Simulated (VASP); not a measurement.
# PPt (F-43m) in VASP: further runs, part 2 of 3

VASP 6.6.1.

## 3. Single point, r2SCAN (volume scaled by 0.960)

POSCAR reads:

```
PPt
1.0
    0.0000000000      2.6256913321      2.6256913321
    2.6256913321      0.0000000000      2.6256913321
    2.6256913321      2.6256913321      0.0000000000
Pt P
1 1
Direct
    0.0000000000      0.0000000000      0.0000000000
    0.2500000000      0.2500000000      0.2500000000
```

INCAR.step1 reads:

```
SYSTEM = PPt
PREC = Accurate
ENCUT = 520
ISMEAR = 0
SIGMA = 0.05
LREAL = .False.
LASPH = .True.
NELM = 100
NBANDS = 14
GGA = PE
ALGO = Normal
EDIFF = 1E-4
LWAVE = .True.
LCHARG = .False.
```

INCAR.step2 reads:

```
SYSTEM = PPt
PREC = Accurate
ENCUT = 520
EDIFF = 1E-7
ISMEAR = 0
SIGMA = 0.05
LREAL = .False.
LASPH = .True.
NELM = 100
ALGO = Normal
ISIF = 2
LWAVE = .False.
LCHARG = .False.
METAGGA = R2SCAN
LMIXTAU = .True.
NBANDS = 14
ISTART = 1
```

KPOINTS reads:

```
Automatic mesh
0
Gamma
  12 12 12
  0 0 0
```

Potentials or basis: VASP PAW PBE potentials, release 64 (Pt, P).

On the command line:

```console
$ cat potpaw_PBE.64/Pt/POTCAR potpaw_PBE.64/P/POTCAR > POTCAR
$ cp INCAR.step1 INCAR
$ mpirun -np 1 vasp_std > vasp.out
$ cp INCAR.step2 INCAR
$ mpirun -np 1 vasp_std > vasp.out
```

OUTCAR:

```text
SYSTEM = PPt
   PREC = Accurate
   ENCUT = 520
   EDIFF = 1E-7
   ISMEAR = 0
   LREAL = .False.
   LASPH = .True.
   NELM = 100
   ISIF = 2
   METAGGA = R2SCAN
   ISTART = 1

 ion  position               nearest neighbor table
   1  0.000  0.000  0.000-   2 2.27   2 2.27   2 2.27   2 2.27
   2  0.250  0.250  0.250-   1 2.27   1 2.27   1 2.27   1 2.27

  LATTYP: Found a face centered cubic cell.
 ALAT       =     5.2513826642

  Lattice vectors:

 A1 = (   0.0000000000,   2.6256913321,   2.6256913321)
 A2 = (   2.6256913321,   0.0000000000,   2.6256913321)
 A3 = (   2.6256913321,   2.6256913321,   0.0000000000)

Analysis of symmetry for initial positions (statically):
=====================================================================
 Subroutine PRICEL returns:
 Original cell was already a primitive cell.

 Routine SETGRP: Setting up the symmetry group for a
 face centered cubic supercell.

 Subroutine GETGRP returns: Found 24 space group operations
 (whereof 24 operations were pure point group operations)
 out of a pool of 48 trial point group operations.

The static configuration has the point symmetry T_d .

Analysis of symmetry for dynamics (positions and initial velocities):
=====================================================================
 Subroutine PRICEL returns:
 Original cell was already a primitive cell.

 Routine SETGRP: Setting up the symmetry group for a
 face centered cubic supercell.

 Subroutine GETGRP returns: Found 24 space group operations
 (whereof 24 operations were pure point group operations)
 out of a pool of 48 trial point group operations.

The dynamic configuration has the point symmetry T_d .

 Subroutine INISYM returns: Found 24 space group operations
 (whereof 24 operations are pure point group operations),
 and found     1 'primitive' translations

----------------------------------------------------------------------------------------

                                     Primitive cell

  volume of cell :      36.2044

  direct lattice vectors                    reciprocal lattice vectors
     0.000000000  2.625691332  2.625691332    -0.190426039  0.190426039  0.190426039
[... 114 lines left out ...]
   IVDW    =     0    specifies the selected vdW correction
   LEPSILON=     F    determine dielectric tensor
   LRPA    =     F    only Hartree local field effects (RPA)
 non-spin polarized calculation
 Gauss-broadening in eV      SIGMA  =   0.05
  energy-cutoff  :      520.00
  volume of cell :       36.20
 maximum number of plane-waves:       992
   NGX = 13   NGY = 13   NGZ = 13

 number of electron      15.0000002 magnetization

 Free energy of the ion-electron system (eV)
  ---------------------------------------------------
  ext. energy  EPLUGINS =         0.00000000
  ---------------------------------------------------
  free energy    TOTEN  =       -61.22419532 eV

  energy without entropy =      -61.22152611  energy(sigma->0) =      -61.22286072

 E-fermi :   7.9214     XC(G=0): -11.7935

 val. band max:        7.9020835471   @ k =   0.3333   0.1667   0.0833
 cond. band min:       7.9268715415   @ k =  -0.4167   0.3333   0.0000
 fundamental gap:      0.0247879944
 Fermi energy:         7.9214311921

 k-point     1 :       0.0000    0.0000    0.0000
  band No.  band energies     occupation
      1      -6.2469      2.00000
      2       1.0461      2.00000
      3       1.0461      2.00000
      4       1.0461      2.00000
      5       3.6101      2.00000
      6       3.6101      2.00000
      7      11.7348      0.00000
      8      12.3811      0.00000
      9      12.3811      0.00000
     10      12.3811      0.00000
     11      15.0634      0.00000
     12      15.0634      0.00000
     13      15.0634      0.00000
     14      21.2560      0.00000
[... 377 lines left out ...]
      1      -4.5307      2.00000
      2       1.2193      2.00000
      3       1.5138      2.00000
      4       1.7332      2.00000
      5       3.7105      2.00000
      6       3.7981      2.00000
      7       4.8790      2.00000
      8       8.2498      0.00000
      9       9.3199      0.00000
     10      13.6533      0.00000
     11      15.9362      0.00000
     12      17.0806      0.00000
     13      19.2483      0.00000
     14      20.8994      0.00000

 [... further k-points ...]
[... 5 lines left out ...]
  --------------------------------------------------------------------------------------
  -------------------------------------------------------------------------------------
  Total        1.5006318      1.5006318      1.5006318      0.0000000      0.0000000      0.0000000
  in kB       66.4085074     66.4085074     66.4085074      0.0000000      0.0000000      0.0000000
  external PRESSURE =      66.4085074 kB  Pullay stress =       0.0000000 kB

 VOLUME and BASIS-vectors are now :
 -----------------------------------------------------------------------------
  energy-cutoff  :      520.00
  volume of cell :       36.20
      direct lattice vectors                 reciprocal lattice vectors
     0.000000000  2.625691332  2.625691332    -0.190426039  0.190426039  0.190426039
     2.625691332  0.000000000  2.625691332     0.190426039 -0.190426039  0.190426039
     2.625691332  2.625691332  0.000000000     0.190426039  0.190426039 -0.190426039

 POSITION                                       TOTAL-FORCE (eV/Angst)
 -----------------------------------------------------------------------------------
      0.00000      0.00000      0.00000        -0.000000     -0.000000     -0.000000
      1.31285      1.31285      1.31285         0.000000      0.000000      0.000000
 -----------------------------------------------------------------------------------
    total drift:                               -0.000000     -0.000000     -0.000000

  FREE ENERGIE OF THE ION-ELECTRON SYSTEM (eV)
  ---------------------------------------------------
  free  energy   TOTEN  =       -61.2241953186 eV

  energy  without entropy=      -61.2215261115  energy(sigma->0) =      -61.22286072
```

OUTCAR.step1:

```text
SYSTEM = PPt
   PREC = Accurate
   ENCUT = 520
   ISMEAR = 0
   LREAL = .False.
   LASPH = .True.
[... 629 lines left out ...]
      0.00000      0.00000      0.00000        -0.000000     -0.000000     -0.000000
      1.31285      1.31285      1.31285         0.000000      0.000000      0.000000
 -----------------------------------------------------------------------------------
    total drift:                               -0.000000     -0.000000     -0.000000

  FREE ENERGIE OF THE ION-ELECTRON SYSTEM (eV)
  ---------------------------------------------------
  free  energy   TOTEN  =       -12.1012868908 eV

  energy  without entropy=      -12.0986725155  energy(sigma->0) =      -12.09997970
```

OSZICAR.step1:

```text
N       E                     dE             d eps       ncg     rms          rms(c)
DAV:   1     0.613798699769E+02    0.61380E+02   -0.67913E+03  2064   0.922E+02
DAV:   2    -0.110091314153E+02   -0.72389E+02   -0.66638E+02  2478   0.193E+02
DAV:   3    -0.128865150746E+02   -0.18774E+01   -0.18654E+01  2484   0.306E+01
DAV:   4    -0.129012533950E+02   -0.14738E-01   -0.14737E-01  2514   0.315E+00
DAV:   5    -0.129014696653E+02   -0.21627E-03   -0.21627E-03  2664   0.381E-01    0.148E+01
DAV:   6    -0.121851198999E+02    0.71635E+00   -0.31104E+00  2226   0.157E+01    0.656E+00
DAV:   7    -0.121229764040E+02    0.62143E-01   -0.24255E-01  2232   0.465E+00    0.413E+00
DAV:   8    -0.121014648056E+02    0.21512E-01   -0.20208E-02  2634   0.111E+00    0.323E-01
DAV:   9    -0.121012022161E+02    0.26259E-03   -0.14050E-03  2628   0.309E-01    0.196E-01
DAV:  10    -0.121012868908E+02   -0.84675E-04   -0.18038E-04  2362   0.900E-02
   1 F= -.12101287E+02 E0= -.12099980E+02  d E =-.261438E-02
```

Run time: 1.9 min. Hardware: 1 thread of Intel Xeon Platinum 8488C (Sapphire Rapids), shared host; peak memory 0.19 GiB.

Results:

```
Free energy : -61.2242 eV
Pressure    : 6.6 GPa
```

Caveat: the PAW data sets were made with another functional, which shifts forces and pressure a little; spin-orbit coupling is left out, which moves the levels of the heavy elements.

[end of part 2 of 3]
